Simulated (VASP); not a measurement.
# InAs (F-43m) in VASP: further runs

Runs on InAs. Level: PBEsol. Tasks: single point.

All numbers are computed with VASP 6.6.1; they aren't measurements. Logs are shortened: lines on timing, memory, paths and dates and some standing lists are left out, and cuts for length are marked.

## 1. The cell of the first run

Symmetry: F-43m, No. 216, cubic system. The conventional cell has a = 5.964 Å, b = 5.964 Å, c = 5.964 Å, α = 90.00°, β = 90.00°, γ = 90.00°. Within 3.4 Å of In (site symmetry -43m) lie 4 As at 2.58 Å. Within 3.4 Å of As (site symmetry -43m) lie 4 In at 2.58 Å.

## 2. Single point, PBEsol (volume scaled by 0.94)

INCAR reads:

```
ALGO = Normal
EDIFF = 1E-6
ENCUT = 520
GGA = PS
ISIF = 2
ISMEAR = 0
LASPH = True
LCHARG = True
LELF = True
LREAL = False
LVHAR = True
LWAVE = False
NBANDS = 16
NELM = 100
PREC = Accurate
SIGMA = 0.1
```

KPOINTS reads:

```
k-points
0
Gamma
  12 12 12
```

POSCAR reads:

```
InAs
1.0
    0.0000000000      2.9817521687      2.9817521687
    2.9817521687      0.0000000000      2.9817521687
    2.9817521687      2.9817521687      0.0000000000
In As
1 1
Direct
    0.0000000000      0.0000000000      0.0000000000
    0.2500000000      0.2500000000      0.2500000000
```

Potentials or basis: VASP PAW PBE potentials, release 64 (In_d, As).

Command:

```
cat potpaw_PBE.64/In_d/POTCAR potpaw_PBE.64/As/POTCAR > POTCAR
mpirun -np 1 vasp_std > vasp.out
```

OUTCAR:

```text
EDIFF = 1E-6
   ENCUT = 520
   GGA = PS
   ISIF = 2
   ISMEAR = 0
   LASPH = True
   LREAL = False
   NELM = 100
   PREC = Accurate

 ion  position               nearest neighbor table
   1  0.000  0.000  0.000-   2 2.58   2 2.58   2 2.58   2 2.58
   2  0.250  0.250  0.250-   1 2.58   1 2.58   1 2.58   1 2.58

  LATTYP: Found a face centered cubic cell.
 ALAT       =     5.9635043374

  Lattice vectors:

 A1 = (   0.0000000000,   2.9817521687,   2.9817521687)
 A2 = (   2.9817521687,   0.0000000000,   2.9817521687)
 A3 = (   2.9817521687,   2.9817521687,   0.0000000000)

Analysis of symmetry for initial positions (statically):
=====================================================================
 Subroutine PRICEL returns:
 Original cell was already a primitive cell.

 Routine SETGRP: Setting up the symmetry group for a
 face centered cubic supercell.

 Subroutine GETGRP returns: Found 24 space group operations
 (whereof 24 operations were pure point group operations)
 out of a pool of 48 trial point group operations.

The static configuration has the point symmetry T_d .

Analysis of symmetry for dynamics (positions and initial velocities):
=====================================================================
 Subroutine PRICEL returns:
 Original cell was already a primitive cell.

 Routine SETGRP: Setting up the symmetry group for a
 face centered cubic supercell.

 Subroutine GETGRP returns: Found 24 space group operations
 (whereof 24 operations were pure point group operations)
 out of a pool of 48 trial point group operations.

The dynamic configuration has the point symmetry T_d .

 Subroutine INISYM returns: Found 24 space group operations
 (whereof 24 operations are pure point group operations),
 and found     1 'primitive' translations

----------------------------------------------------------------------------------------

                                     Primitive cell

  volume of cell :      53.0206

  direct lattice vectors                    reciprocal lattice vectors
     0.000000000  2.981752169  2.981752169    -0.167686639  0.167686639  0.167686639
     2.981752169  0.000000000  2.981752169     0.167686639 -0.167686639  0.167686639
     2.981752169  2.981752169  0.000000000     0.167686639  0.167686639 -0.167686639

  length of vectors
     4.216834357  4.216834357  4.216834357     0.290441779  0.290441779  0.290441779

  position of ions in fractional coordinates (direct lattice)
     0.000000000  0.000000000  0.000000000
     0.250000000  0.250000000  0.250000000

  ion indices of the primitive-cell ions
   primitive index   ion index
                 1           1
                 2           2

----------------------------------------------------------------------------------------

 KPOINTS: k-points

Automatic generation of k-mesh.
 Grid dimensions read from file:
 generate k-points for:   12   12   12

 Generating k-lattice:

  Cartesian coordinates                     Fractional coordinates (reciprocal lattice)
    -0.013973887  0.013973887  0.013973887     0.083333333  0.000000000  0.000000000
     0.013973887 -0.013973887  0.013973887     0.000000000  0.083333333  0.000000000
     0.013973887  0.013973887 -0.013973887     0.000000000  0.000000000  0.083333333

  Length of vectors
     0.024203482  0.024203482  0.024203482

  Shift w.r.t. Gamma in fractional coordinates (k-lattice)
     0.000000000  0.000000000  0.000000000

 Subroutine IBZKPT returns following result:
 ===========================================

 Found     72 irreducible k-points:

 Following reciprocal coordinates:
            Coordinates               Weight
  0.000000  0.000000  0.000000      1.000000
  0.083333  0.000000  0.000000      8.000000
  0.166667  0.000000  0.000000      8.000000
  0.250000  0.000000  0.000000      8.000000
  0.333333  0.000000  0.000000      8.000000
  0.416667  0.000000  0.000000      8.000000
[... 16 lines left out ...]
  0.500000  0.166667  0.000000     24.000000
 -0.416667  0.166667  0.000000     24.000000
 [... further k-points ...]
   k-points           NKPTS =     72   k-points in BZ     NKDIM =     72   number of bands    NBANDS=     16
   number of dos      NEDOS =    301   number of ions     NIONS =      2
   total plane-waves  NPLWV =  32768
   dimension x,y,z NGX =    32 NGY =   32 NGZ =   32
   dimension x,y,z NGXF=    64 NGYF=   64 NGZF=   64
   ions per type =               1   1
   NGX,Y,Z   is equivalent  to a cutoff of  12.62, 12.62, 12.62 a.u.
   NGXF,Y,Z  is equivalent  to a cutoff of  25.23, 25.23, 25.23 a.u.
 SYSTEM =  unknown system
   PREC   = accura    normal or accurate (medium, high low for compatibility)
   ISTART =      0    job   : 0-new  1-cont  2-samecut
   ICHARG =      2    charge: 1-file 2-atom 10-const
   ISPIN  =      1    spin polarized calculation?
   LNONCOLLINEAR =      F non collinear calculations
   LSORBIT =      F    spin-orbit coupling
   LASPH  =      T    aspherical Exc in radial PAW
   ENCUT  =  520.0 eV  38.22 Ry    6.18 a.u.   7.84  7.84  7.84*2*pi/ulx,y,z
   NELM   =    100;   NELMIN=  2; NELMDL= -5     # of ELM steps
   EDIFF  = 0.1E-05   stopping-criterion for ELM
   LREAL  =      F    real-space projection
   EDIFFG = 0.1E-04   stopping-criterion for IOM
   NSW    =      0    number of steps for IOM
   IBRION =     -1    ionic relax: 0-MD 1-quasi-New 2-CG
   NFREE  =      0    steps in history (QN), initial steepest desc. (CG)
   ISIF   =      2    stress and relaxation
   ISYM   =      2    0-nonsym 1-usesym 2-fastsym
   POTIM  = 0.5000    time-step for ionic-motion
   TEBEG  =    0.0;   TEEND  =   0.0 temperature during run
   PSTRESS=    0.0 pullay stress
   NELECT =      18.0000    total number of electrons
   NUPDOWN=      -1.0000    fix difference up-down
   EMIN   =  10.00;   EMAX   =-10.00  energy-range for DOS
   EFERMI =   0.00;   METHOD = LEGACY
   ISMEAR =     0;   SIGMA  =   0.10  broadening in eV -4-tet -1-fermi 0-gaus
   EFERMI_NEDOS =   21; number of points for ismear=-14 and -15
   IALGO  =     38    algorithm
   IMIX   =      4    mixing-type and parameters
     AMIX     =   0.40;   BMIX     =  1.00
     AMIX_MAG =   1.60;   BMIX_MAG =  1.00
  volume/ion in A,a.u.               =      26.51       178.90
  Fermi-wavevector in a.u.,A,eV,Ry     =   1.142047  2.158157 17.745701  1.304272
  Thomas-Fermi vector in A             =   2.278746
   LORBIT       =      0    0 simple, 1 ext, 2 COOP (PROOUT), +10 PAW based schemes
   GGA     = PS    functional components
   LHFCALC =     F    Hartree Fock is set to
   AEXX    =    0.0000 exact exchange contribution
   IVDW    =     0    specifies the selected vdW correction
   LEPSILON=     F    determine dielectric tensor
   LRPA    =     F    only Hartree local field effects (RPA)
 non-spin polarized calculation
 Gauss-broadening in eV      SIGMA  =   0.10
  energy-cutoff  :      520.00
  volume of cell :       53.02
 maximum number of plane-waves:      1458
   NGX = 15   NGY = 15   NGZ = 15

 number of electron      18.0000004 magnetization

 Free energy of the ion-electron system (eV)
  ---------------------------------------------------
  ext. energy  EPLUGINS =         0.00000000
  ---------------------------------------------------
  free energy    TOTEN  =        -8.44856431 eV

  energy without entropy =       -8.44841664  energy(sigma->0) =       -8.44849047

 E-fermi :   4.8624     XC(G=0):  -9.4678

 val. band max:        4.8057771672   @ k =   0.0000   0.0000   0.0000
 cond. band min:       5.7064984697   @ k =   0.0833   0.0000   0.0000
 fundamental gap:      0.9007213025
 Fermi energy:         4.8623674074

 k-point     1 :       0.0000    0.0000    0.0000
  band No.  band energies     occupation
      1      -9.6215      2.00000
      2      -9.6215      2.00000
      3      -9.6215      2.00000
      4      -9.4749      2.00000
      5      -9.4749      2.00000
      6      -7.3656      2.00000
[... 8 lines left out ...]
     15      14.5819      0.00000
     16      14.5819      0.00000

 k-point     2 :       0.0833    0.0000    0.0000
  band No.  band energies     occupation
      1      -9.6334      2.00000
      2      -9.6184      2.00000
      3      -9.6184      2.00000
      4      -9.4750      2.00000
      5      -9.4750      2.00000
      6      -7.2863      2.00000
[... 8 lines left out ...]
     15      13.9279      0.00000
     16      13.9279      0.00000

 k-point     3 :       0.1667    0.0000    0.0000
  band No.  band energies     occupation
      1      -9.6642      2.00000
      2      -9.6100      2.00000
      3      -9.6100      2.00000
      4      -9.4750      2.00000
      5      -9.4750      2.00000
      6      -7.0574      2.00000
[... 8 lines left out ...]
     15      13.3957      0.00000
     16      13.3957      0.00000

 k-point     4 :       0.2500    0.0000    0.0000
  band No.  band energies     occupation
      1      -9.7032      2.00000
      2      -9.5998      2.00000
      3      -9.5998      2.00000
      4      -9.4736      2.00000
      5      -9.4736      2.00000
      6      -6.7064      2.00000
[... 8 lines left out ...]
     15      13.3653      0.00000
     16      13.3653      0.00000

 k-point     5 :       0.3333    0.0000    0.0000
  band No.  band energies     occupation
      1      -9.7392      2.00000
      2      -9.5913      2.00000
      3      -9.5913      2.00000
      4      -9.4705      2.00000
      5      -9.4705      2.00000
      6      -6.2873      2.00000
[... 8 lines left out ...]
     15      13.9145      0.00000
     16      13.9145      0.00000

 k-point     6 :       0.4167    0.0000    0.0000
  band No.  band energies     occupation
      1      -9.7642      2.00000
      2      -9.5862      2.00000
      3      -9.5862      2.00000
      4      -9.4670      2.00000
      5      -9.4670      2.00000
      6      -5.9070      2.00000
[... 8 lines left out ...]
     15      14.8814      0.00000
     16      14.8814      0.00000

 k-point     7 :       0.5000    0.0000    0.0000
  band No.  band energies     occupation
      1      -9.7731      2.00000
      2      -9.5847      2.00000
      3      -9.5847      2.00000
      4      -9.4655      2.00000
      5      -9.4655      2.00000
      6      -5.7425      2.00000
[... 8 lines left out ...]
     15      15.6584      0.00000
     16      15.6584      0.00000

 k-point     8 :       0.0833    0.0833    0.0000
  band No.  band energies     occupation
      1      -9.6407      2.00000
      2      -9.6154      2.00000
      3      -9.6154      2.00000
      4      -9.4773      2.00000
      5      -9.4731      2.00000
      6      -7.2601      2.00000
[... 8 lines left out ...]
     15      13.2160      0.00000
     16      14.6564      0.00000

 k-point     9 :       0.1667    0.0833    0.0000
  band No.  band energies     occupation
      1      -9.6658      2.00000
      2      -9.6086      2.00000
      3      -9.6071      2.00000
      4      -9.4796      2.00000
      5      -9.4714      2.00000
      6      -7.0815      2.00000
[... 8 lines left out ...]
     15      13.6881      0.00000
     16      14.2398      0.00000
[... 172 lines left out ...]
 k-point    19 :       0.1667    0.1667    0.0000
  band No.  band energies     occupation
      1      -9.6881      2.00000
      2      -9.5983      2.00000
      3      -9.5983      2.00000
      4      -9.4849      2.00000
      5      -9.4683      2.00000
      6      -6.9570      2.00000
[... 8 lines left out ...]
     15      14.3159      0.00000
     16      14.8774      0.00000

 k-point    20 :       0.2500    0.1667    0.0000
  band No.  band energies     occupation
      1      -9.7176      2.00000
      2      -9.5887      2.00000
      3      -9.5870      2.00000
      4      -9.4889      2.00000
      5      -9.4653      2.00000
      6      -6.6971      2.00000
[... 8 lines left out ...]
     15      14.7940      0.00000
     16      14.9811      0.00000

 k-point    21 :       0.3333    0.1667    0.0000
  band No.  band energies     occupation
      1      -9.7468      2.00000
      2      -9.5818      2.00000
      3      -9.5770      2.00000
      4      -9.4898      2.00000
      5      -9.4627      2.00000
      6      -6.3348      2.00000
[... 8 lines left out ...]
     15      14.8790      0.00000
     16      15.0127      0.00000

 k-point    22 :       0.4167    0.1667    0.0000
  band No.  band energies     occupation
      1      -9.7699      2.00000
      2      -9.5779      2.00000
      3      -9.5706      2.00000
      4      -9.4865      2.00000
      5      -9.4613      2.00000
      6      -5.9366      2.00000
[... 8 lines left out ...]
     15      14.9751      0.00000
     16      15.6902      0.00000

 k-point    23 :       0.5000    0.1667    0.0000
  band No.  band energies     occupation
      1      -9.7827      2.00000
      2      -9.5767      2.00000
      3      -9.5684      2.00000
      4      -9.4805      2.00000
      5      -9.4629      2.00000
      6      -5.6296      2.00000
[... 8 lines left out ...]
     15      15.3050      0.00000
     16      15.7774      0.00000

 k-point    24 :      -0.4167    0.1667    0.0000
  band No.  band energies     occupation
      1      -9.7826      2.00000
      2      -9.5773      2.00000
      3      -9.5701      2.00000
      4      -9.4745      2.00000
      5      -9.4679      2.00000
      6      -5.5804      2.00000
[... 8 lines left out ...]
     15      14.5635      0.00000
     16      14.9693      0.00000

 [... further k-points ...]

------------------------ aborting loop because EDIFF is reached ----------------------------------------

  FORCE on cell =-STRESS in cart. coord.  units (eV):
  Direction    XX          YY          ZZ          XY          YZ          ZX
  --------------------------------------------------------------------------------------
  -------------------------------------------------------------------------------------
  Total        1.3476618      1.3476618      1.3476618      0.0000000      0.0000000     -0.0000000
  in kB       40.7236674     40.7236674     40.7236674      0.0000000      0.0000000     -0.0000000
  external PRESSURE =      40.7236674 kB  Pullay stress =       0.0000000 kB

 VOLUME and BASIS-vectors are now :
 -----------------------------------------------------------------------------
  energy-cutoff  :      520.00
  volume of cell :       53.02
      direct lattice vectors                 reciprocal lattice vectors
     0.000000000  2.981752169  2.981752169    -0.167686639  0.167686639  0.167686639
     2.981752169  0.000000000  2.981752169     0.167686639 -0.167686639  0.167686639
     2.981752169  2.981752169  0.000000000     0.167686639  0.167686639 -0.167686639

 POSITION                                       TOTAL-FORCE (eV/Angst)
 -----------------------------------------------------------------------------------
      0.00000      0.00000      0.00000         0.000000      0.000000      0.000000
      1.49088      1.49088      1.49088        -0.000000     -0.000000     -0.000000
 -----------------------------------------------------------------------------------
    total drift:                               -0.000000     -0.000000     -0.000000

  FREE ENERGIE OF THE ION-ELECTRON SYSTEM (eV)
  ---------------------------------------------------
  free  energy   TOTEN  =        -8.4485643065 eV

  energy  without entropy=       -8.4484166351  energy(sigma->0) =       -8.44849047
```

It took 58 s on 1 thread of AMD EPYC 7R43 (Zen 3), shared host; peak memory 0.18 GiB.

What came out:

| Item | Value |
| --- | --- |
| Free energy | -8.4486 eV |
| Pressure | 4.1 GPa |
| Band gap on the k mesh | zero (filled and empty bands touch) |

Caveat: the PAW data sets were made with another functional, which shifts forces and pressure a little; spin-orbit coupling is left out, which moves the levels of the heavy elements.

(Part 1 of 2 ends here.)
